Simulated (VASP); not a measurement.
Runs of VASP 6.6.1 on Mg2Sn. The structure is that of space group Fm-3m (No. 225), or close to it. The cells are those of the table. 

```tsv
task	cell	gap on the mesh (eV)	pressure (GPa)
single point	a = 4.736 Å, angles 60.0°, 3 atoms	none	0.9
single point	a = 4.771 Å, angles 60.0°, 3 atoms	none	-0.2
relaxation of cell and atoms	relaxed from a = 4.765 Å, angles 60.0°, 3 atoms	none	0.0
single point	a = 4.577 Å, angles 60.0°, 3 atoms	none	(a)
single point	a = 4.705 Å, angles 60.0°, 3 atoms	none	1.9
```

Alike in all rows: level PBEsol; potentials or basis VASP PAW PBE potentials, release 64 (Mg, Sn_d); no spin polarisation; k mesh 12 × 12 × 12; cutoff (eV) 600; smearing fermi-dirac 0.1 eV.

Task: Fill in the values left out.

Result: (a) 6.9.

Caveats: the PAW data sets were made with another functional, which shifts forces and pressure a little; spin-orbit coupling is left out, which moves the levels of the heavy elements; the cell stands under pressure (at least some runs).

A k mesh can miss the band edges, and the runs leave out spin-orbit coupling on Sn.

A gap of «none» marks levels without a gap at the run's occupations.
